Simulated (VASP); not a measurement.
# Co4O3 (P1) in VASP: single point with PBE+U

Aim: the single point of Co4O3 with PBE+U.

All numbers are computed with VASP 6.6.1; they aren't measurements. Logs are shortened: lines on timing, memory, paths and dates and some standing lists are left out, and cuts for length are marked.

## 1. The cell of the first run

The typed cell holds 7 atoms: a = 4.260 Å, b = 4.260 Å, c = 4.260 Å, α = 90.00°, β = 90.00°, γ = 90.00°.

## 2. Single point, PBE+U, collinear spin, antiferromagnetic start

File INCAR:

```
SYSTEM = Co4O3
  PREC = Accurate
  ENCUT = 800
  EDIFF = 1E-6
  ISMEAR = -1
  SIGMA = 0.1
  LREAL = .FALSE.
  LASPH = .TRUE.
  NELM = 300
  ALGO = All
  ISIF = 2
  LWAVE = .FALSE.
  LCHARG = .TRUE.
  ISPIN = 2
  MAGMOM = 3 3 -3 -3 0 0 0
  LORBIT = 11
  LMAXMIX = 4
  LDAU = .TRUE.
  LDAUTYPE = 2
  LDAUL = 2 -1
  LDAUU = 3.3 0
  LDAUJ = 0 0
  LDAUPRINT = 1
  GGA = PE
  LVHAR = .TRUE.
  NBANDS = 40
  GGA_COMPAT = .FALSE.
  ISEARCH = 1
  KPAR = 4
```

File KPOINTS:

```
Automatic mesh
0
G
  5 5 5
  0 0 0
```

File POSCAR:

```
Co4O3
1.0
    4.2600000000      0.0000000000      0.0000000000
    0.0000000000      4.2600000000      0.0000000000
    0.0000000000      0.0000000000      4.2600000000
Co O
4 3
Direct
    0.9550930000      0.9613750000      0.9972090000
    0.5436280000      0.5384130000      0.0043340000
    0.4958260000      0.0006090000      0.4981100000
    0.0023310000      0.5041160000      0.5034760000
    0.9983090000      0.9950750000      0.4980750000
    0.4985800000      0.4987940000      0.4963400000
    0.2535000000      0.2502140000      0.9981970000
```

Potentials or basis: VASP PAW PBE potentials, release 64 (Co, O).

Started as:

```bash
cat potpaw_PBE.64/Co/POTCAR potpaw_PBE.64/O/POTCAR > POTCAR
mpirun -np 4 vasp_std > vasp.out
```

OUTCAR:

```text
SYSTEM = Co4O3
   PREC = Accurate
   ENCUT = 800
   EDIFF = 1E-6
   ISMEAR = -1
   LREAL = .FALSE.
   LASPH = .TRUE.
   NELM = 300
   ISIF = 2
   ISPIN = 2
   LORBIT = 11
   GGA = PE

 ion  position               nearest neighbor table
   1  0.955  0.961  0.997-   7 1.77   5 2.14   5 2.15   2 2.51   4 2.87   3 2.89   3 2.90   4 2.91
                             2 3.02   2 3.09
   2  0.544  0.538  0.004-   7 1.74   6 2.11   6 2.18   1 2.51   3 2.89   4 2.89   4 2.90   3 2.93
                             1 3.02   1 3.09   3 3.12
   3  0.496  0.001  0.498-   5 2.12   6 2.12   6 2.14   5 2.14   2 2.89   1 2.89   1 2.90   2 2.93
                             4 2.98   4 3.00   4 3.02   4 3.04   2 3.12
   4  0.002  0.504  0.503-   5 2.09   6 2.11   6 2.15   5 2.17   1 2.87   2 2.89   2 2.90   1 2.91
                             3 2.98   3 3.00   3 3.02   3 3.04
   5  0.998  0.995  0.498-   4 2.09   3 2.12   1 2.14   3 2.14   1 2.15   4 2.17
   6  0.499  0.499  0.496-   2 2.11   4 2.11   3 2.12   3 2.14   4 2.15   2 2.18
   7  0.254  0.250  0.998-   2 1.74   1 1.77

  LATTYP: Found a simple cubic cell.
 ALAT       =     4.2600000000

  Lattice vectors:

 A1 = (   4.2600000000,   0.0000000000,   0.0000000000)
 A2 = (   0.0000000000,   4.2600000000,   0.0000000000)
 A3 = (   0.0000000000,   0.0000000000,   4.2600000000)

Analysis of symmetry for initial positions (statically):
=====================================================================
 Subroutine PRICEL returns:
 Original cell was already a primitive cell.

 Routine SETGRP: Setting up the symmetry group for a
 simple cubic supercell.

 Subroutine GETGRP returns: Found  1 space group operations
 (whereof  1 operations were pure point group operations)
 out of a pool of 48 trial point group operations.

The static configuration has the point symmetry C_1 .

Analysis of symmetry for dynamics (positions and initial velocities):
=====================================================================
 Subroutine PRICEL returns:
 Original cell was already a primitive cell.

 Routine SETGRP: Setting up the symmetry group for a
 simple cubic supercell.

 Subroutine GETGRP returns: Found  1 space group operations
 (whereof  1 operations were pure point group operations)
 out of a pool of 48 trial point group operations.

The dynamic configuration has the point symmetry C_1 .

Analysis of structural, dynamic, and magnetic symmetry:
=====================================================================
 Subroutine PRICEL returns:
 Original cell was already a primitive cell.

 Routine SETGRP: Setting up the symmetry group for a
 simple cubic supercell.

 Subroutine GETGRP returns: Found  1 space group operations
 (whereof  1 operations were pure point group operations)
 out of a pool of 48 trial point group operations.

The overall configuration has the point symmetry C_1 .

 Subroutine INISYM returns: Found  1 space group operations
 (whereof  1 operations are pure point group operations),
 and found     1 'primitive' translations

----------------------------------------------------------------------------------------

                                     Primitive cell

  volume of cell :      77.3088

  direct lattice vectors                    reciprocal lattice vectors
     4.260000000  0.000000000  0.000000000     0.234741784  0.000000000  0.000000000
     0.000000000  4.260000000  0.000000000     0.000000000  0.234741784  0.000000000
     0.000000000  0.000000000  4.260000000     0.000000000  0.000000000  0.234741784

  length of vectors
     4.260000000  4.260000000  4.260000000     0.234741784  0.234741784  0.234741784

[... 98 lines left out ...]
   POTIM  = 0.5000    time-step for ionic-motion
   TEBEG  =    0.0;   TEEND  =   0.0 temperature during run
   PSTRESS=    0.0 pullay stress
   NELECT =      54.0000    total number of electrons
   NUPDOWN=      -1.0000    fix difference up-down
   EMIN   =  10.00;   EMAX   =-10.00  energy-range for DOS
   EFERMI =   0.00;   METHOD = LEGACY
   ISMEAR =    -1;   SIGMA  =   0.10  broadening in eV -4-tet -1-fermi 0-gaus
   EFERMI_NEDOS =   21; number of points for ismear=-14 and -15
   IALGO  =     58    algorithm
   IMIX   =      4    mixing-type and parameters
     AMIX     =   0.40;   BMIX     =  1.00
     AMIX_MAG =   1.60;   BMIX_MAG =  1.00
  volume/ion in A,a.u.               =      11.04        74.53
  Fermi-wavevector in a.u.,A,eV,Ry     =   1.452546  2.744913 28.706785  2.109889
  Thomas-Fermi vector in A             =   2.569915
   LORBIT       =     11    0 simple, 1 ext, 2 COOP (PROOUT), +10 PAW based schemes
 LDA+U is selected, type is set to LDAUTYPE =  2
   angular momentum for each species LDAUL =     2   -1
   U (eV)           for each species LDAUU =   3.3  0.0
   J (eV)           for each species LDAUJ =   0.0  0.0
   GGA     = PE    functional components
   LHFCALC =     F    Hartree Fock is set to
   AEXX    =    0.0000 exact exchange contribution
   IVDW    =     0    specifies the selected vdW correction
   LEPSILON=     F    determine dielectric tensor
   LRPA    =     F    only Hartree local field effects (RPA)
 spin polarized calculation
  energy-cutoff  :      800.00
  volume of cell :       77.31
 maximum number of plane-waves:      4000
   NGX = 19   NGY = 19   NGZ = 19

 number of electron      54.0000000 magnetization       1.1594193

atom =   1  type =  1  l = 2

 onsite density matrix

spin component  1
[... 116 lines left out ...]
  o =  0.0749  v =  0.0196  0.6887 -0.0455 -0.7233 -0.0123  0.0000  0.0000  0.0000  0.0000  0.0000      0.0000  0.0000  0.0000  0.0000  0.0000  0.0000  0.0000  0.0000  0.0000  0.0000
  o =  0.1374  v = -0.5213  0.0367  0.8334 -0.0346  0.1763  0.0000  0.0000  0.0000  0.0000  0.0000      0.0000  0.0000  0.0000  0.0000  0.0000  0.0000  0.0000  0.0000  0.0000  0.0000
  o =  0.1415  v = -0.1003 -0.0025  0.1456  0.0024 -0.9842  0.0000  0.0000  0.0000  0.0000  0.0000      0.0000  0.0000  0.0000  0.0000  0.0000  0.0000  0.0000  0.0000  0.0000  0.0000
  o =  0.9479  v = -0.8472  0.0016 -0.5312  0.0117  0.0078  0.0000  0.0000  0.0000  0.0000  0.0000      0.0000  0.0000  0.0000  0.0000  0.0000  0.0000  0.0000  0.0000  0.0000  0.0000
  o =  0.9505  v =  0.0092  0.7241  0.0027  0.6896 -0.0007  0.0000  0.0000  0.0000  0.0000  0.0000      0.0000  0.0000  0.0000  0.0000  0.0000  0.0000  0.0000  0.0000  0.0000  0.0000
  o =  0.9582  v =  0.0000  0.0000  0.0000  0.0000  0.0000  0.3552  0.3656  0.8094  0.2916 -0.0062      0.0000  0.0000  0.0000  0.0000  0.0000  0.0000  0.0000  0.0000  0.0000  0.0000
  o =  0.9585  v =  0.0000  0.0000  0.0000  0.0000  0.0000  0.1959 -0.6477  0.4236 -0.6022 -0.0022      0.0000  0.0000  0.0000  0.0000  0.0000  0.0000  0.0000  0.0000  0.0000  0.0000
  o =  0.9687  v =  0.0000  0.0000  0.0000  0.0000  0.0000  0.1499 -0.6599 -0.0327  0.7355  0.0018      0.0000  0.0000  0.0000  0.0000  0.0000  0.0000  0.0000  0.0000  0.0000  0.0000
  o =  0.9704  v =  0.0000  0.0000  0.0000  0.0000  0.0000  0.9017  0.1064 -0.4054 -0.1063 -0.0018      0.0000  0.0000  0.0000  0.0000  0.0000  0.0000  0.0000  0.0000  0.0000  0.0000
  o =  1.0083  v =  0.0000  0.0000  0.0000  0.0000  0.0000 -0.0040 -0.0022 -0.0053  0.0010 -1.0000      0.0000  0.0000  0.0000  0.0000  0.0000  0.0000  0.0000  0.0000  0.0000  0.0000

 number of electron      54.0000000 magnetization      -1.2857782

 Free energy of the ion-electron system (eV)
  ---------------------------------------------------
  ext. energy  EPLUGINS =         0.00000000
  ---------------------------------------------------
  free energy    TOTEN  =       -37.45825293 eV

  energy without entropy =      -37.39081866  energy(sigma->0) =      -37.42453579

 E-fermi :   7.2652     XC(G=0): -11.8390

 val. band max:        7.2635255896   @ k =   0.2000   0.4000   0.4000
 cond. band min:       7.2657003365   @ k =  -0.4000   0.2000   0.4000
 fundamental gap:      0.0021747469
 Fermi energy:         7.2651790013

 spin component 1

 k-point     1 :       0.0000    0.0000    0.0000
  band No.  band energies     occupation
      1     -12.5559      1.00000
      2     -11.4848      1.00000
      3     -11.2494      1.00000
      4       0.2362      1.00000
      5       0.5705      1.00000
      6       1.0601      1.00000
[... 2009 lines left out ...]
     38      15.1934      0.00000
     39      15.2279      0.00000

 [... further k-points ...]

 [bands above 39 left out]

------------------------ aborting loop because EDIFF is reached ----------------------------------------

  FORCE on cell =-STRESS in cart. coord.  units (eV):
  Direction    XX          YY          ZZ          XY          YZ          ZX
  --------------------------------------------------------------------------------------
  -------------------------------------------------------------------------------------
  Total        2.3872017      2.1695218     -0.3351241      6.6980109      0.0912885      0.0468449
  in kB       49.4733024     44.9620184     -6.9452424    138.8121994      1.8918977      0.9708312
  external PRESSURE =      29.1633594 kB  Pullay stress =       0.0000000 kB

 VOLUME and BASIS-vectors are now :
 -----------------------------------------------------------------------------
  energy-cutoff  :      800.00
  volume of cell :       77.31
      direct lattice vectors                 reciprocal lattice vectors
     4.260000000  0.000000000  0.000000000     0.234741784  0.000000000  0.000000000
     0.000000000  4.260000000  0.000000000     0.000000000  0.234741784  0.000000000
     0.000000000  0.000000000  4.260000000     0.000000000  0.000000000  0.234741784

 POSITION                                       TOTAL-FORCE (eV/Angst)
 -----------------------------------------------------------------------------------
      4.06870      4.09546      4.24811        -0.882751     -0.858599      0.047716
      2.31586      2.29364      0.01846         1.300759      1.313218     -0.116304
      2.11222      0.00259      2.12195        -0.112171      0.074496      0.014552
      0.00993      2.14753      2.14481        -0.076059     -0.384037      0.025205
      4.25280      4.23902      2.12180        -0.581481     -0.393119      0.005722
      2.12395      2.12486      2.11441         0.599713      0.546209      0.110909
      1.07991      1.06591      4.25232        -0.248010     -0.298167     -0.087800
 -----------------------------------------------------------------------------------
    total drift:                               -0.001818     -0.001227      0.000254

  FREE ENERGIE OF THE ION-ELECTRON SYSTEM (eV)
  ---------------------------------------------------
  free  energy   TOTEN  =       -37.4582529307 eV

  energy  without entropy=      -37.3908164064  energy(sigma->0) =      -37.42453467

 total charge

# of ion       s       p       d       tot
------------------------------------------
    1        0.393   0.430   7.230   8.053
    2        0.403   0.428   7.371   8.202
    3        0.292   0.311   7.093   7.696
    4        0.294   0.312   7.095   7.700
    5        1.564   3.416   0.000   4.980
    6        1.564   3.404   0.000   4.967
    7        1.579   3.436   0.000   5.016
--------------------------------------------------
tot          6.090  11.736  28.789  46.614

 magnetization (x)

# of ion       s       p       d       tot
------------------------------------------
    1        0.040   0.030   2.287   2.356
    2        0.012   0.030   1.820   1.862
    3       -0.025  -0.021  -2.615  -2.662
    4       -0.025  -0.022  -2.610  -2.657
    5       -0.006  -0.064   0.000  -0.070
    6       -0.009  -0.144   0.000  -0.153
    7        0.003   0.071   0.000   0.074
--------------------------------------------------
tot         -0.011  -0.121  -1.119  -1.250
```

Run time: 14 min. Hardware: 4 MPI ranks of Intel Xeon Platinum 8259CL at 2.50GHz (Skylake/Cascade Lake), shared host; peak memory 1.2 GiB.

What came out:

```
Free energy                                           : -37.4583 eV
Pressure                                              : 2.9 GPa
Largest force                                         : 1.852 eV/Å
Net moment                                            : -1.29 μB per cell
Site moments                                          : Co +2.36, +1.86, -2.66 (each value once); O -0.07, -0.15, +0.07 μB
Valence electrons inside the program's atomic spheres : Co 8.05, 8.20, 7.70 (each value once); O 4.98, 4.97, 5.02
```

Forces on the atoms (eV/Å):
```
Co  -0.883 -0.859  0.048
Co   1.301  1.313 -0.116
Co  -0.112  0.074  0.015
Co  -0.076 -0.384  0.025
O   -0.581 -0.393  0.006
O    0.600  0.546  0.111
O   -0.248 -0.298 -0.088
```

Stress tensor (GPa, compression positive):
```
 4.95 13.88  0.10
13.88  4.50  0.19
 0.10  0.19 -0.69
```

Eigenvalues of the final occupation matrices:
| site | spin | trace | eigenvalues |
| --- | --- | --- | --- |
| site 1 d | 1 | 4.77 | 0.94 0.95 0.95 0.97 0.97 |
| site 1 d | 2 | 2.48 | 0.10 0.13 0.40 0.91 0.94 |
| site 2 d | 1 | 4.61 | 0.87 0.93 0.93 0.93 0.95 |
| site 2 d | 2 | 2.79 | 0.08 0.16 0.75 0.87 0.93 |
| site 3 d | 1 | 2.25 | 0.08 0.13 0.14 0.95 0.95 |
| site 3 d | 2 | 4.87 | 0.96 0.96 0.97 0.97 1.01 |
| site 4 d | 1 | 2.25 | 0.07 0.14 0.14 0.95 0.95 |
| site 4 d | 2 | 4.86 | 0.96 0.96 0.97 0.97 1.01 |

Caveat: the stress differs along the axes, from -1 to 5 GPa; forces of over 1 eV/Å act on the atoms, so gaps and moduli don't describe the material at rest. The state reached can hang on the start; a lower one may exist.
